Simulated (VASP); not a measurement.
# Cl (Cmce) in VASP: single point with PBEsol

Aim: the single point of Cl with PBEsol.

Everything below comes from runs of VASP 6.6.1. Logs are shortened: lines on timing, memory, paths and dates and some standing lists are left out, and cuts for length are marked.

### Step 1. The cell of the first run

The structure is orthorhombic, space group Cmce (No. 64). Conventional cell: a = 6.254 Å, b = 4.278 Å, c = 8.180 Å, α = 90.00°, β = 90.00°, γ = 90.00°. Cl (site symmetry m) has 1 Cl at 2.15 Å within 2.8 Å.

### Step 2. Single point, PBEsol

INCAR

```
ALGO = Normal ; EDIFF = 1E-6
ENCUT = 520 ; GGA = PS
ISIF = 2 ; ISMEAR = 0
LASPH = True ; LCHARG = True
LELF = True ; LREAL = False
LVHAR = True ; LWAVE = False
NBANDS = 22 ; NELM = 60
PREC = Accurate ; SIGMA = 0.0282
```

KPOINTS

```
k-points
0
Gamma
  7 7 3
```

POSCAR

```
Cl
1.0
    3.1267870000      2.1391530000      0.0000000000
    3.1267870000     -2.1391530000      0.0000000000
    0.0000000000      0.0000000000     -8.1795200000
Cl
4
Direct
    0.1361000000      0.8639000000      0.8895000000
    0.3639000000      0.6361000000      0.3895000000
    0.8639000000      0.1361000000      0.1105000000
    0.6361000000      0.3639000000      0.6105000000
```

Potentials or basis: VASP PAW PBE potentials, release 64 (Cl).

Launch:

```bash
$ cat potpaw_PBE.64/Cl/POTCAR > POTCAR
$ mpirun -np 1 vasp_std > vasp.out
```

OUTCAR:

```text
EDIFF = 1E-6
   ENCUT = 520
   GGA = PS
   ISIF = 2
   ISMEAR = 0
   LASPH = True
   LREAL = False
   NELM = 60
   PREC = Accurate

 ion  position               nearest neighbor table
   1  0.136  0.864  0.889-   3 2.15
   2  0.364  0.636  0.389-   4 2.15
   3  0.864  0.136  0.111-   1 2.15
   4  0.636  0.364  0.611-   2 2.15

  LATTYP: Found a base centered orthorhombic cell.
 ALAT       =     4.2783060000
 B/A-ratio  =     1.4616939508
 C/A-ratio  =     1.9118595070

  Lattice vectors:

 A1 = (  -3.1267870000,   2.1391530000,   0.0000000000)
 A2 = (   3.1267870000,   2.1391530000,   0.0000000000)
 A3 = (   0.0000000000,   0.0000000000,  -8.1795200000)

Analysis of symmetry for initial positions (statically):
=====================================================================
 Subroutine PRICEL returns:
 Original cell was already a primitive cell.

 Routine SETGRP: Setting up the symmetry group for a
 base centered orthorhombic supercell.

 Subroutine GETGRP returns: Found  8 space group operations
 (whereof  4 operations were pure point group operations)
 out of a pool of  8 trial point group operations.

The static configuration has the point symmetry C_2h.
 The point group associated with its full space group is D_2h.

Analysis of symmetry for dynamics (positions and initial velocities):
=====================================================================
 Subroutine PRICEL returns:
 Original cell was already a primitive cell.

 Routine SETGRP: Setting up the symmetry group for a
 base centered orthorhombic supercell.

 Subroutine GETGRP returns: Found  8 space group operations
 (whereof  4 operations were pure point group operations)
 out of a pool of  8 trial point group operations.

The dynamic configuration has the point symmetry C_2h.
 The point group associated with its full space group is D_2h.

 Subroutine INISYM returns: Found  8 space group operations
 (whereof  4 operations are pure point group operations),
 and found     1 'primitive' translations

----------------------------------------------------------------------------------------

                                     Primitive cell

  volume of cell :     109.4203

  direct lattice vectors                    reciprocal lattice vectors
     3.126787000  2.139153000  0.000000000     0.159908558  0.233737372  0.000000000
     3.126787000 -2.139153000  0.000000000     0.159908558 -0.233737372  0.000000000
     0.000000000  0.000000000 -8.179520000     0.000000000  0.000000000 -0.122256563

  length of vectors
     3.788505312  3.788505312  8.179520000     0.283202941  0.283202941  0.122256563

  position of ions in fractional coordinates (direct lattice)
     0.136100000  0.863900000  0.889500000
     0.363900000  0.636100000  0.389500000
     0.863900000  0.136100000  0.110500000
     0.636100000  0.363900000  0.610500000

  ion indices of the primitive-cell ions
   primitive index   ion index
                 1           1
                 2           2
                 3           3
                 4           4

----------------------------------------------------------------------------------------

 KPOINTS: k-points

Automatic generation of k-mesh.
 Grid dimensions read from file:
 generate k-points for:    7    7    3

 Generating k-lattice:

  Cartesian coordinates                     Fractional coordinates (reciprocal lattice)
     0.022844080  0.033391053  0.000000000     0.142857143  0.000000000  0.000000000
     0.022844080 -0.033391053  0.000000000     0.000000000  0.142857143  0.000000000
     0.000000000  0.000000000 -0.040752188     0.000000000  0.000000000  0.333333333

  Length of vectors
     0.040457563  0.040457563  0.040752188

  Shift w.r.t. Gamma in fractional coordinates (k-lattice)
     0.000000000  0.000000000  0.000000000

 Subroutine IBZKPT returns following result:
 ===========================================

 Found     32 irreducible k-points:

 Following reciprocal coordinates:
            Coordinates               Weight
  0.000000  0.000000  0.000000      1.000000
  0.142857 -0.000000  0.000000      4.000000
  0.285714  0.000000  0.000000      4.000000
  0.428571  0.000000  0.000000      4.000000
  0.142857  0.142857  0.000000      2.000000
  0.285714  0.142857  0.000000      4.000000
[... 16 lines left out ...]
  0.428571  0.142857  0.333333      8.000000
 -0.428571  0.142857  0.333333      8.000000
 [... further k-points ...]
   k-points           NKPTS =     32   k-points in BZ     NKDIM =     32   number of bands    NBANDS=     22
   number of dos      NEDOS =    301   number of ions     NIONS =      4
   total plane-waves  NPLWV =  50176
   dimension x,y,z NGX =    28 NGY =   28 NGZ =   64
   dimension x,y,z NGXF=    56 NGYF=   56 NGZF=  128
   ions per type =               4
   NGX,Y,Z   is equivalent  to a cutoff of  12.29, 12.29, 13.01 a.u.
   NGXF,Y,Z  is equivalent  to a cutoff of  24.57, 24.57, 26.02 a.u.
 SYSTEM =  unknown system
   PREC   = accura    normal or accurate (medium, high low for compatibility)
   ISTART =      0    job   : 0-new  1-cont  2-samecut
   ICHARG =      2    charge: 1-file 2-atom 10-const
   ISPIN  =      1    spin polarized calculation?
   LNONCOLLINEAR =      F non collinear calculations
   LSORBIT =      F    spin-orbit coupling
   LASPH  =      T    aspherical Exc in radial PAW
   ENCUT  =  520.0 eV  38.22 Ry    6.18 a.u.   7.04  7.04 15.21*2*pi/ulx,y,z
   NELM   =     60;   NELMIN=  2; NELMDL= -5     # of ELM steps
   EDIFF  = 0.1E-05   stopping-criterion for ELM
   LREAL  =      F    real-space projection
   EDIFFG = 0.1E-04   stopping-criterion for IOM
   NSW    =      0    number of steps for IOM
   IBRION =     -1    ionic relax: 0-MD 1-quasi-New 2-CG
   NFREE  =      0    steps in history (QN), initial steepest desc. (CG)
   ISIF   =      2    stress and relaxation
   ISYM   =      2    0-nonsym 1-usesym 2-fastsym
   POTIM  = 0.5000    time-step for ionic-motion
   TEBEG  =    0.0;   TEEND  =   0.0 temperature during run
   PSTRESS=    0.0 pullay stress
   NELECT =      28.0000    total number of electrons
   NUPDOWN=      -1.0000    fix difference up-down
   EMIN   =  10.00;   EMAX   =-10.00  energy-range for DOS
   EFERMI =   0.00;   METHOD = LEGACY
   ISMEAR =     0;   SIGMA  =   0.03  broadening in eV -4-tet -1-fermi 0-gaus
   EFERMI_NEDOS =   21; number of points for ismear=-14 and -15
   IALGO  =     38    algorithm
   IMIX   =      4    mixing-type and parameters
     AMIX     =   0.40;   BMIX     =  1.00
     AMIX_MAG =   1.60;   BMIX_MAG =  1.00
  volume/ion in A,a.u.               =      27.36       184.60
  Fermi-wavevector in a.u.,A,eV,Ry     =   1.039349  1.964085 14.697652  1.080247
  Thomas-Fermi vector in A             =   2.173875
   LORBIT       =      0    0 simple, 1 ext, 2 COOP (PROOUT), +10 PAW based schemes
   GGA     = PS    functional components
   LHFCALC =     F    Hartree Fock is set to
   AEXX    =    0.0000 exact exchange contribution
   IVDW    =     0    specifies the selected vdW correction
   LEPSILON=     F    determine dielectric tensor
   LRPA    =     F    only Hartree local field effects (RPA)
 non-spin polarized calculation
 Gauss-broadening in eV      SIGMA  =   0.03
  energy-cutoff  :      520.00
  volume of cell :      109.42
 maximum number of plane-waves:      2974
   NGX = 15   NGY = 15   NGZ = 31

 number of electron      28.0000001 magnetization

 Free energy of the ion-electron system (eV)
  ---------------------------------------------------
  ext. energy  EPLUGINS =         0.00000000
  ---------------------------------------------------
  free energy    TOTEN  =        -7.75277807 eV

  energy without entropy =       -7.75277807  energy(sigma->0) =       -7.75277807

 E-fermi :  -0.2748     XC(G=0):  -8.2868

 val. band max:       -0.4406170882   @ k =   0.0000   0.0000   0.0000
 cond. band min:       1.3549840592   @ k =   0.0000   0.0000   0.0000
 fundamental gap:      1.7956011474
 Fermi energy:        -0.2747615742

 k-point     1 :       0.0000    0.0000    0.0000
  band No.  band energies     occupation
      1     -16.2434      2.00000
      2     -15.8493      2.00000
      3     -13.3381      2.00000
      4     -12.5098      2.00000
      5      -5.3835      2.00000
      6      -4.2967      2.00000
[... 14 lines left out ...]
     21       9.9632      0.00000
     22      10.4270      0.00000

 k-point     2 :       0.1429   -0.0000    0.0000
  band No.  band energies     occupation
      1     -16.1886      2.00000
      2     -15.8288      2.00000
      3     -13.2963      2.00000
      4     -12.5539      2.00000
      5      -5.3809      2.00000
      6      -4.3919      2.00000
[... 14 lines left out ...]
     21       9.9551      0.00000
     22      10.2547      0.00000

 k-point     3 :       0.2857    0.0000    0.0000
  band No.  band energies     occupation
      1     -16.0494      2.00000
      2     -15.7926      2.00000
      3     -13.1835      2.00000
      4     -12.6768      2.00000
      5      -5.3727      2.00000
      6      -4.6810      2.00000
[... 14 lines left out ...]
     21      10.0291      0.00000
     22      10.5745      0.00000
[... 476 lines left out ...]
 k-point    23 :       0.4286    0.1429    0.3333
  band No.  band energies     occupation
      1     -15.9076      2.00000
      2     -15.8028      2.00000
      3     -12.9991      2.00000
      4     -12.7981      2.00000
      5      -5.1535      2.00000
      6      -4.8713      2.00000
[... 14 lines left out ...]
     21       9.8465      0.00000
     22      10.2833      0.00000

 k-point    24 :      -0.4286    0.1429    0.3333
  band No.  band energies     occupation
      1     -15.8328      2.00000
      2     -15.8116      2.00000
      3     -12.9459      2.00000
      4     -12.9086      2.00000
      5      -5.0797      2.00000
      6      -5.0318      2.00000
[... 14 lines left out ...]
     21      10.5181      0.00000
     22      10.7866      0.00000

 [... further k-points ...]

------------------------ aborting loop because EDIFF is reached ----------------------------------------

  FORCE on cell =-STRESS in cart. coord.  units (eV):
  Direction    XX          YY          ZZ          XY          YZ          ZX
  --------------------------------------------------------------------------------------
  -------------------------------------------------------------------------------------
  Total        0.3418138     -3.0159861     -6.0778029      0.0000000     -0.0000000      0.0000000
  in kB        5.0049786    -44.1613115    -88.9936946      0.0000000     -0.0000000      0.0000000
  external PRESSURE =     -42.7166758 kB  Pullay stress =       0.0000000 kB

 VOLUME and BASIS-vectors are now :
 -----------------------------------------------------------------------------
  energy-cutoff  :      520.00
  volume of cell :      109.42
      direct lattice vectors                 reciprocal lattice vectors
     3.126787000  2.139153000  0.000000000     0.159908558  0.233737372  0.000000000
     3.126787000 -2.139153000  0.000000000     0.159908558 -0.233737372  0.000000000
     0.000000000  0.000000000 -8.179520000     0.000000000  0.000000000 -0.122256563

 POSITION                                       TOTAL-FORCE (eV/Angst)
 -----------------------------------------------------------------------------------
      3.12679     -1.55688     -7.27568         0.000000     -0.902507     -1.190384
      3.12679     -0.58228     -3.18592         0.000000      0.902507     -1.190384
      3.12679      1.55688     -0.90384         0.000000      0.902507      1.190384
      3.12679      0.58228     -4.99360         0.000000     -0.902507      1.190384
 -----------------------------------------------------------------------------------
    total drift:                                0.000000      0.000000     -0.000000

  FREE ENERGIE OF THE ION-ELECTRON SYSTEM (eV)
  ---------------------------------------------------
  free  energy   TOTEN  =        -7.7527780701 eV

  energy  without entropy=       -7.7527780701  energy(sigma->0) =       -7.75277807
```

Run time: 73 s. Hardware: 1 thread of AMD EPYC 7R13, shared host; peak memory 0.19 GiB.

What came out:

```yaml
Free_energy: -7.7528 eV
Pressure: -4.3 GPa
Largest_force: 1.494 eV/Å
Band_gap_on_the_k_mesh: 1.80 eV
```

Forces in eV/Å, atoms in the order of the input:
```
Cl   0.000 -0.903 -1.190
Cl   0.000  0.903 -1.190
Cl   0.000  0.903  1.190
Cl   0.000 -0.903  1.190
```

Stress tensor (GPa, compression positive):
```
 0.50  0.00  0.00
 0.00 -4.42  0.00
 0.00  0.00 -8.90
```

Caveat: the cell stands under tension; this functional lacks dispersion, which holds the molecules together, so the pressure and a relaxed volume are unreliable; the PAW data sets were made with another functional, which shifts forces and pressure a little; an odd mesh through Γ misses points on the zone boundary, where band edges can lie.
